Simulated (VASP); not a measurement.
PtSe2 (Sudovikovite): single point with PBE

PtSe2 (Sudovikovite):

```xyz
3
Lattice="3.7970 0.0000 0.0000 -1.8985 3.2883 0.0000 0.0000 0.0000 5.1613" Properties=species:S:1:pos:R:3 pbc="T T T"
Pt    0.0000    0.0000    0.0000
Se    0.0000    2.1922    1.2903
Se    1.8985    1.0961    3.8710
```

```
Program             : VASP 6.6.1
Task                : single point
Functional          : PBE
Potentials or basis : VASP PAW PBE potentials, release 64 (Pt, Se)
Cutoff              : 500 eV
k mesh              : 9 × 9 × 6
Occupations         : fermi-dirac, width 0.05 eV
Spin                : no spin polarisation
```

```
Pressure               : -0.2 GPa
Largest force          : 0.100 eV/Å
Band gap on the k mesh : zero (band 11 reaches 6.13 eV, above the bottom of band 12 at 5.77 eV)
```

Forces on the atoms (eV/Å):
```
Pt   0.000  0.000  0.000
Se   0.000  0.000 -0.100
Se   0.000  0.000  0.100
```

Stress tensor (GPa, compression positive):
```
-0.36  0.00  0.00
 0.00 -0.36  0.00
 0.00  0.00  0.26
```

Levels at points of the mesh, in eV from the Fermi level:
```csv
k point,band 8,band 9,band 10,band 11,band 12,band 13,band 14,band 15
"(0.00, 0.00, 0.00)",-2.43,-1.02,-1.02,0.36,1.35,1.35,3.73,3.80
"(0.00, 0.00, 0.50)",-2.75,-1.75,-1.42,-1.42,2.09,2.09,4.81,5.92
```

Run time: 74 s on 1 thread of Intel Xeon 8259CL, on a shared host, peak memory 0.22 GiB.

Caveat: spin-orbit coupling is left out, which moves the levels of the heavy elements.
